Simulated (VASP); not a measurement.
# Si4O7 (a cell with a defect) in VASP: a series of runs

Si4O7 (a cell with a defect) is run at these levels: PBE; tasks: single point.

All numbers are computed with VASP 6.6.1; they aren't measurements. Logs are shortened: lines on timing, memory, paths and dates and some standing lists are left out, and cuts for length are marked.

## Step 1: The cell of the first run

The cell holds a defect, 11 atoms: a = 5.018 Å, b = 5.018 Å, c = 5.018 Å, α = 106.70°, β = 106.70°, γ = 115.16°.

## Step 2: Single point, PBE

The input, INCAR:

```
SYSTEM = Si4O7
ALGO = Normal
EDIFF = 1E-6
ENCUT = 520
GGA = PE
ISIF = 2
ISMEAR = 0
LASPH = .TRUE.
LCHARG = .FALSE.
LREAL = .FALSE.
LWAVE = .FALSE.
NBANDS = 40
NELM = 100
PREC = Accurate
SIGMA = 0.05
```

The input, KPOINTS:

```
k-points
0
G
  6 6 6
  0 0 0
```

The input, POSCAR:

```
Si4O7
1.0
    0.0000000000      4.2357990674     -2.6899428419
    0.0000000000     -4.2357990674     -2.6899428419
   -4.2357990674      0.0000000000      2.6899428419
Si O
4 7
Direct
    0.2500000000      0.7500000000      0.5000000000
    0.7500000000      0.2500000000      0.5000000000
    0.0000000000      0.0000000000      1.0000000000
    0.5000000000      0.5000000000      1.0000000000
    1.0000000000      0.3069827092      0.3069827092
    0.5569827092      0.7500000000      0.8069827092
    0.0569827092      0.2500000000      0.8069827092
    0.0000000000      0.6930172908      0.6930172908
    0.5000000000      0.1447629681      0.6447629681
    0.9430172908      0.7500000000      0.1930172908
    0.4430172908      0.2500000000      0.1930172908
```

Potentials or basis: VASP PAW PBE potentials, release 64 (Si, O).

Started as:

```console
$ cat potpaw_PBE.64/Si/POTCAR potpaw_PBE.64/O/POTCAR > POTCAR
$ mpirun -np 1 vasp_std > vasp.out
```

OUTCAR:

```text
SYSTEM = Si4O7
   EDIFF = 1E-6
   ENCUT = 520
   GGA = PE
   ISIF = 2
   ISMEAR = 0
   LASPH = .TRUE.
   LREAL = .FALSE.
   NELM = 100
   PREC = Accurate

 ion  position               nearest neighbor table
   1  0.250  0.750  0.500-   9 1.60   8 1.77   5 1.77   6 1.84  10 1.84   2 2.69   2 2.69
   2  0.750  0.250  0.500-   9 1.60   8 1.77   5 1.77   7 1.84  11 1.84   1 2.69   1 2.69
   3  0.000  0.000  0.000-   6 1.77   7 1.77  10 1.77  11 1.77   5 1.84   8 1.84   4 2.69   4 2.69

   4  0.500  0.500  0.000-   6 1.77   7 1.77  10 1.77  11 1.77   9 2.13   3 2.69   3 2.69
   5  0.000  0.307  0.307-   1 1.77   2 1.77   3 1.84
   6  0.557  0.750  0.807-   3 1.77   4 1.77   1 1.84
   7  0.057  0.250  0.807-   3 1.77   4 1.77   2 1.84
   8  0.000  0.693  0.693-   1 1.77   2 1.77   3 1.84
   9  0.500  0.145  0.645-   1 1.60   2 1.60   4 2.13
  10  0.943  0.750  0.193-   3 1.77   4 1.77   1 1.84
  11  0.443  0.250  0.193-   3 1.77   4 1.77   2 1.84

  LATTYP: Found a body centered tetragonal cell.
 ALAT       =     5.9903244886
 C/A-ratio  =     0.8980958701

  Lattice vectors:

 A1 = (   0.0000000000,   4.2357990674,  -2.6899428419)
 A2 = (   0.0000000000,  -4.2357990674,  -2.6899428419)
 A3 = (  -4.2357990674,   0.0000000000,   2.6899428419)

Analysis of symmetry for initial positions (statically):
=====================================================================
 Subroutine PRICEL returns:
 Original cell was already a primitive cell.

 Routine SETGRP: Setting up the symmetry group for a
 body centered tetragonal supercell.

 Subroutine GETGRP returns: Found  4 space group operations
 (whereof  4 operations were pure point group operations)
 out of a pool of 16 trial point group operations.

The static configuration has the point symmetry C_2v.

Analysis of symmetry for dynamics (positions and initial velocities):
=====================================================================
 Subroutine PRICEL returns:
 Original cell was already a primitive cell.

 Routine SETGRP: Setting up the symmetry group for a
 body centered tetragonal supercell.

 Subroutine GETGRP returns: Found  4 space group operations
 (whereof  4 operations were pure point group operations)
 out of a pool of 16 trial point group operations.

The dynamic configuration has the point symmetry C_2v.

 Subroutine INISYM returns: Found  4 space group operations
 (whereof  4 operations are pure point group operations),
 and found     1 'primitive' translations

----------------------------------------------------------------------------------------

                                     Primitive cell

  volume of cell :      96.5259

  direct lattice vectors                    reciprocal lattice vectors
     0.000000000  4.235799067 -2.689942842    -0.118041482  0.118041482 -0.185877556
     0.000000000 -4.235799067 -2.689942842    -0.118041482 -0.118041482 -0.185877556
    -4.235799067  0.000000000  2.689942842    -0.236082964  0.000000000  0.000000000

  length of vectors
     5.017747127  5.017747127  5.017747127     0.249836044  0.249836044  0.236082964

  position of ions in fractional coordinates (direct lattice)
     0.250000000  0.750000000  0.500000000
     0.750000000  0.250000000  0.500000000
     0.000000000  0.000000000  0.000000000
     0.500000000  0.500000000  0.000000000
     0.000000000  0.306982709  0.306982709
     0.556982709  0.750000000  0.806982709
     0.056982709  0.250000000  0.806982709
     0.000000000  0.693017291  0.693017291
     0.500000000  0.144762968  0.644762968
     0.943017291  0.750000000  0.193017291
     0.443017291  0.250000000  0.193017291

  ion indices of the primitive-cell ions
   primitive index   ion index
                 1           1
                 2           2
                 3           3
                 4           4
                 5           5
                 6           6
                 7           7
                 8           8
                 9           9
                10          10
                11          11

----------------------------------------------------------------------------------------

 KPOINTS: k-points

Automatic generation of k-mesh.
 Grid dimensions read from file:
 generate k-points for:    6    6    6

 Generating k-lattice:

  Cartesian coordinates                     Fractional coordinates (reciprocal lattice)
    -0.019673580  0.019673580 -0.030979593     0.166666667  0.000000000  0.000000000
    -0.019673580 -0.019673580 -0.030979593     0.000000000  0.166666667  0.000000000
    -0.039347161  0.000000000  0.000000000     0.000000000  0.000000000  0.166666667

  Length of vectors
     0.041639341  0.041639341  0.039347161

  Shift w.r.t. Gamma in fractional coordinates (k-lattice)
     0.000000000  0.000000000  0.000000000

 Subroutine IBZKPT returns following result:
 ===========================================

 Found     46 irreducible k-points:

 Following reciprocal coordinates:
            Coordinates               Weight
  0.000000  0.000000  0.000000      1.000000
  0.166667  0.000000 -0.000000      4.000000
  0.166667  0.000000 -0.166667      4.000000
  0.333333  0.000000  0.000000      4.000000
  0.333333  0.000000 -0.333333      4.000000
  0.500000 -0.000000  0.000000      2.000000
[... 16 lines left out ...]
 -0.333333 -0.166667 -0.333333      4.000000
 -0.166667  0.166667  0.166667      2.000000
 [... further k-points ...]
   k-points           NKPTS =     46   k-points in BZ     NKDIM =     46   number of bands    NBANDS=     40
   number of dos      NEDOS =    301   number of ions     NIONS =     11
   total plane-waves  NPLWV =  64000
   dimension x,y,z NGX =    40 NGY =   40 NGZ =   40
   dimension x,y,z NGXF=    80 NGYF=   80 NGZF=   80
   ions per type =               4   7
   NGX,Y,Z   is equivalent  to a cutoff of  13.25, 13.25, 13.25 a.u.
   NGXF,Y,Z  is equivalent  to a cutoff of  26.51, 26.51, 26.51 a.u.
 SYSTEM =  Si4O7
   PREC   = accura    normal or accurate (medium, high low for compatibility)
   ISTART =      0    job   : 0-new  1-cont  2-samecut
   ICHARG =      2    charge: 1-file 2-atom 10-const
   ISPIN  =      1    spin polarized calculation?
   LNONCOLLINEAR =      F non collinear calculations
   LSORBIT =      F    spin-orbit coupling
   LASPH  =      T    aspherical Exc in radial PAW
   ENCUT  =  520.0 eV  38.22 Ry    6.18 a.u.   9.33  9.33  9.33*2*pi/ulx,y,z
   NELM   =    100;   NELMIN=  2; NELMDL= -5     # of ELM steps
   EDIFF  = 0.1E-05   stopping-criterion for ELM
   LREAL  =      F    real-space projection
   EDIFFG = 0.1E-04   stopping-criterion for IOM
   NSW    =      0    number of steps for IOM
   IBRION =     -1    ionic relax: 0-MD 1-quasi-New 2-CG
   NFREE  =      0    steps in history (QN), initial steepest desc. (CG)
   ISIF   =      2    stress and relaxation
   ISYM   =      2    0-nonsym 1-usesym 2-fastsym
   POTIM  = 0.5000    time-step for ionic-motion
   TEBEG  =    0.0;   TEEND  =   0.0 temperature during run
   PSTRESS=    0.0 pullay stress
   NELECT =      58.0000    total number of electrons
   NUPDOWN=      -1.0000    fix difference up-down
   EMIN   =  10.00;   EMAX   =-10.00  energy-range for DOS
   EFERMI =   0.00;   METHOD = LEGACY
   ISMEAR =     0;   SIGMA  =   0.05  broadening in eV -4-tet -1-fermi 0-gaus
   EFERMI_NEDOS =   21; number of points for ismear=-14 and -15
   IALGO  =     38    algorithm
   IMIX   =      4    mixing-type and parameters
     AMIX     =   0.40;   BMIX     =  1.00
     AMIX_MAG =   1.60;   BMIX_MAG =  1.00
  volume/ion in A,a.u.               =       8.78        59.22
  Fermi-wavevector in a.u.,A,eV,Ry     =   1.381453  2.610568 25.965543  1.908414
  Thomas-Fermi vector in A             =   2.506236
   LORBIT       =      0    0 simple, 1 ext, 2 COOP (PROOUT), +10 PAW based schemes
   GGA     = PE    functional components
   LHFCALC =     F    Hartree Fock is set to
   AEXX    =    0.0000 exact exchange contribution
   IVDW    =     0    specifies the selected vdW correction
   LEPSILON=     F    determine dielectric tensor
   LRPA    =     F    only Hartree local field effects (RPA)
 non-spin polarized calculation
 Gauss-broadening in eV      SIGMA  =   0.05
  energy-cutoff  :      520.00
  volume of cell :       96.53
 maximum number of plane-waves:      2644
 NGX is ok and might be reduce to    40
   NGX = 19   NGY = 19   NGZ = 19

 number of electron      58.0000015 magnetization

 Free energy of the ion-electron system (eV)
  ---------------------------------------------------
  ext. energy  EPLUGINS =         0.00000000
  ---------------------------------------------------
  free energy    TOTEN  =       -80.25109707 eV

  energy without entropy =      -80.25109707  energy(sigma->0) =      -80.25109707

 E-fermi :   9.9870     XC(G=0): -11.7075

 val. band max:        9.7876923208   @ k =   0.5000   0.5000   0.5000
 cond. band min:      11.2847192047   @ k =   0.5000  -0.0000   0.5000
 fundamental gap:      1.4970268839
 Fermi energy:         9.9870425533

 k-point     1 :       0.0000    0.0000    0.0000
  band No.  band energies     occupation
      1     -15.0143      2.00000
      2     -12.7949      2.00000
      3     -12.3535      2.00000
      4     -11.8043      2.00000
      5     -11.7721      2.00000
      6     -11.4110      2.00000
[... 32 lines left out ...]
     39      18.2418      0.00000
     40      18.6341      0.00000

 k-point     2 :       0.1667    0.0000   -0.0000
  band No.  band energies     occupation
      1     -14.8660      2.00000
      2     -12.9075      2.00000
      3     -12.4413      2.00000
      4     -12.1453      2.00000
      5     -11.5141      2.00000
      6     -11.3679      2.00000
[... 32 lines left out ...]
     39      18.4311      0.00000
     40      18.8393      0.00000

 k-point     3 :       0.1667    0.0000   -0.1667
  band No.  band energies     occupation
      1     -14.8772      2.00000
      2     -12.8783      2.00000
      3     -12.4544      2.00000
      4     -12.0075      2.00000
      5     -11.7469      2.00000
      6     -11.2832      2.00000
[... 32 lines left out ...]
     39      18.3610      0.00000
     40      18.6050      0.00000

 k-point     4 :       0.3333    0.0000    0.0000
  band No.  band energies     occupation
      1     -14.4429      2.00000
      2     -13.2243      2.00000
      3     -12.7199      2.00000
      4     -12.4387      2.00000
      5     -11.4887      2.00000
      6     -11.3042      2.00000
[... 32 lines left out ...]
     39      18.6312      0.00000
     40      19.0282      0.00000
[... 772 lines left out ...]
     39      18.4763      0.00000
     40      18.7944      0.00000

 k-point    23 :      -0.3333   -0.1667   -0.3333
  band No.  band energies     occupation
      1     -13.8538      2.00000
      2     -13.5091      2.00000
      3     -13.1588      2.00000
      4     -12.7496      2.00000
      5     -11.3179      2.00000
      6     -11.2222      2.00000
[... 32 lines left out ...]
     39      18.5648      0.00000
     40      18.9586      0.00000

 k-point    24 :      -0.1667    0.1667    0.1667
  band No.  band energies     occupation
      1     -14.7994      2.00000
      2     -12.8337      2.00000
      3     -12.4243      2.00000
      4     -12.3362      2.00000
      5     -11.8493      2.00000
      6     -11.1587      2.00000
[... 32 lines left out ...]
     39      18.3574      0.00000
     40      19.2517      0.00000

 [... further k-points ...]

------------------------ aborting loop because EDIFF is reached ----------------------------------------

  FORCE on cell =-STRESS in cart. coord.  units (eV):
  Direction    XX          YY          ZZ          XY          YZ          ZX
  --------------------------------------------------------------------------------------
  -------------------------------------------------------------------------------------
  Total        1.8450592      1.8450592      5.7261649     -0.7275502      0.0000000      0.0000000
  in kB       30.6250743     30.6250743     95.0453084    -12.0761855      0.0000000      0.0000000
  external PRESSURE =      52.0984857 kB  Pullay stress =       0.0000000 kB

 VOLUME and BASIS-vectors are now :
 -----------------------------------------------------------------------------
  energy-cutoff  :      520.00
  volume of cell :       96.53
      direct lattice vectors                 reciprocal lattice vectors
     0.000000000  4.235799067 -2.689942842    -0.118041482  0.118041482 -0.185877556
     0.000000000 -4.235799067 -2.689942842    -0.118041482 -0.118041482 -0.185877556
    -4.235799067  0.000000000  2.689942842    -0.236082964  0.000000000  0.000000000

 POSITION                                       TOTAL-FORCE (eV/Angst)
 -----------------------------------------------------------------------------------
     -2.11790     -2.11790     -1.34497         2.296466      2.296466      1.548480
     -2.11790      2.11790     -1.34497         2.296466      2.296466     -1.548480
      0.00000      0.00000      0.00000        -0.166632     -0.166632      0.000000
      0.00000      0.00000     -2.68994        -1.663830     -1.663830     -0.000000
     -1.30032     -1.30032      0.00000         0.200076      0.200076      0.000000
     -3.41822     -0.81758     -1.34497         0.381418      0.514238      0.156995
     -3.41822     -0.81758      1.34497         0.381418      0.514238     -0.156995
     -2.93548     -2.93548      0.00000        -0.093711     -0.093711      0.000000
     -2.73109      1.50471      0.00000        -4.660147     -4.660147      0.000000
     -0.81758      0.81758     -4.03491         0.514238      0.381418      0.156995
     -0.81758      0.81758     -1.34497         0.514238      0.381418     -0.156995
 -----------------------------------------------------------------------------------
    total drift:                                0.000462      0.000463     -0.000001

  FREE ENERGIE OF THE ION-ELECTRON SYSTEM (eV)
  ---------------------------------------------------
  free  energy   TOTEN  =       -80.2510970662 eV

  energy  without entropy=      -80.2510970661  energy(sigma->0) =      -80.25109707
```

Wall time 4.7 min (1 thread of AMD EPYC 7R13, shared host); peak memory 0.3 GiB.

Results:

```
Free energy            : -80.2511 eV
Pressure               : 5.2 GPa
Largest force          : 6.590 eV/Å
Band gap on the k mesh : 1.50 eV
```

Forces in eV/Å, atoms in the order of the input:
```
Si   2.296  2.296  1.548
Si   2.296  2.296 -1.548
Si  -0.167 -0.167  0.000
Si  -1.664 -1.664  0.000
O    0.200  0.200  0.000
O    0.381  0.514  0.157
O    0.381  0.514 -0.157
O   -0.094 -0.094  0.000
O   -4.660 -4.660  0.000
O    0.514  0.381  0.157
O    0.514  0.381 -0.157
```

Caveat: the cell differs from its parent crystal (atoms taken out, atom 9 moved 0.125 of the way to it and +0.000 Å across, host rigid).

## Step 3: Single point, PBE

The input, INCAR:

```
PREC = Accurate
ENCUT = 520
EDIFF = 1E-6
ISMEAR = 0
SIGMA = 0.05
LREAL = F
LASPH = T
NELM = 100
ALGO = Normal
ISIF = 2
LWAVE = F
LCHARG = F
GGA = PE
NBANDS = 40
```

The input, KPOINTS:

```
Automatic mesh
0
Gamma
  6 6 6
```

POSCAR: that of step 2 with these lines changed.

```diff
@@ -16,3 +16,3 @@
     0.0000000000      0.6930172908      0.6930172908
-    0.5000000000      0.1447629681      0.6447629681
+    0.5000000000      0.0482543227      0.5482543227
     0.9430172908      0.7500000000      0.1930172908
```

Potentials or basis: VASP PAW PBE potentials, release 64 (Si, O).

Started as:

```console
$ cat potpaw_PBE.64/Si/POTCAR potpaw_PBE.64/O/POTCAR > POTCAR
$ mpirun -np 1 vasp_std > vasp.out
```

Run time: 4.7 min. Hardware: 1 thread of AMD EPYC 7R13, shared host; peak memory 0.3 GiB.

The run converged. Its results:

```
Free energy            : -74.4282 eV
Pressure               : 33.0 GPa
Largest force          : 16.872 eV/Å
Band gap on the k mesh : 0.15 eV
```

Forces on the atoms (eV/Å):
```
Si    3.579   3.579  16.095
Si    3.579   3.579 -16.095
Si   -0.132  -0.132   0.000
Si   -2.680  -2.680   0.000
O     0.127   0.127   0.000
O     0.916   0.292  -0.284
O     0.916   0.292   0.284
O    -0.094  -0.094   0.000
O    -6.793  -6.793   0.000
O     0.292   0.916  -0.284
O     0.292   0.916   0.284
```

Stress tensor (GPa, compression positive):
```
 9.29 -0.70  0.00
-0.70  9.29  0.00
 0.00  0.00 80.42
```

Levels at points of the mesh, in eV from the valence-band top:
```tsv
k point	band 26	band 27	band 28	band 29	band 30	band 31	band 32	band 33
(0.00, 0.00, 0.00)	-5.26	-4.95	-4.40	-2.04	0.38	2.33	2.70	3.55
(0.50, 0.00, 0.00)	-5.86	-5.41	-4.79	-0.31	1.10	1.77	3.21	3.90
(0.50, 0.00, 0.50)	-5.86	-5.05	-4.91	-0.24	0.74	1.52	3.17	4.15
(0.50, 0.50, 0.00)	-5.54	-5.41	-5.30	-0.61	0.45	3.58	3.62	4.06
(0.50, 0.50, 0.50)	-6.30	-5.98	-5.79	-0.25	1.28	2.44	2.97	4.13
```

Caveat: the cell differs from its parent crystal (atoms taken out, atom 9 moved 0.375 of the way to it and +0.000 Å across, host rigid); semilocal functionals underestimate gaps, and a narrow one can read as zero.

## Step 4: Single point, PBE

The input, INCAR:

```
SYSTEM = Si4O7
PREC = Accurate
ENCUT = 520
EDIFF = 1E-6
ISMEAR = 0
SIGMA = 0.05
LREAL = .FALSE.
LASPH = .TRUE.
NELM = 100
ALGO = Normal
ISIF = 2
LWAVE = .FALSE.
LCHARG = .FALSE.
GGA = PE
NBANDS = 40
```

The input, KPOINTS:

```
Automatic mesh
0
G
  6 6 6
  0 0 0
```

POSCAR: that of step 3 with these lines changed.

```diff
@@ -16,3 +16,3 @@
     0.0000000000      0.6930172908      0.6930172908
-    0.5000000000      0.0482543227      0.5482543227
+    0.5000000000      0.1930172908      0.6930172908
     0.9430172908      0.7500000000      0.1930172908
```

Started as:

```console
$ cat potpaw_PBE.64/Si/POTCAR potpaw_PBE.64/O/POTCAR > POTCAR
$ mpirun -np 1 vasp_std > vasp.out
```

Wall time 5.3 min (1 thread of AMD EPYC 7R13, shared host); peak memory 0.3 GiB.

Results (log left out):

```
Free energy            : -81.3183 eV
Pressure               : -1.3 GPa
Largest force          : 1.347 eV/Å
Band gap on the k mesh : 1.77 eV
```

Forces on the atoms (eV/Å):
```
Si   0.392  0.392 -1.228
Si   0.392  0.392  1.228
Si  -0.129 -0.129  0.000
Si   0.041  0.041  0.000
O    0.215  0.215  0.000
O   -0.071 -0.109 -0.066
O   -0.071 -0.109  0.066
O   -0.069 -0.069  0.000
O   -0.482 -0.482  0.000
O   -0.109 -0.071 -0.066
O   -0.109 -0.071  0.066
```

Stress tensor (GPa, compression positive):
```
-0.32 -2.47  0.00
-2.47 -0.32  0.00
 0.00  0.00 -3.35
```

Levels at points of the mesh, in eV from the valence-band top:
```csv
k point,band 27,band 28,band 29,band 30,band 31,band 32
"(0.00, 0.00, 0.00)",-3.00,-2.44,-2.20,3.84,3.86,4.00
"(0.50, 0.00, 0.00)",-3.30,-2.92,-0.21,3.01,3.77,5.55
"(0.50, 0.00, 0.50)",-3.13,-2.83,-0.46,1.77,4.08,6.20
"(0.50, 0.50, 0.00)",-3.32,-3.19,-0.68,2.52,4.56,5.89
"(0.50, 0.50, 0.50)",-4.20,-4.16,-0.02,2.59,3.80,5.65
```

Caveat: the cell differs from its parent crystal (atoms taken out, atom 9 moved 0.000 of the way to it and +0.000 Å across, host rigid).

## Step 5: Summary

```csv
cell,gap on the mesh (eV),pressure (GPa),largest force (eV/Å)
"as given, atomic positions A",1.50,5.2,6.59
"as given, atomic positions B",0.15,33.0,16.87
"as given, atomic positions C",1.77,-1.3,1.35
```

Alike in all rows: task single point; level PBE; potentials or basis VASP PAW PBE potentials, release 64 (Si, O); no spin polarisation; k mesh 6 × 6 × 6; cutoff (eV) 520; smearing gaussian 0.05 eV.

Caveats: semilocal functionals underestimate gaps, and a narrow one can read as zero (at least some runs).

Absolute energies hang on the potentials; compare differences alone.
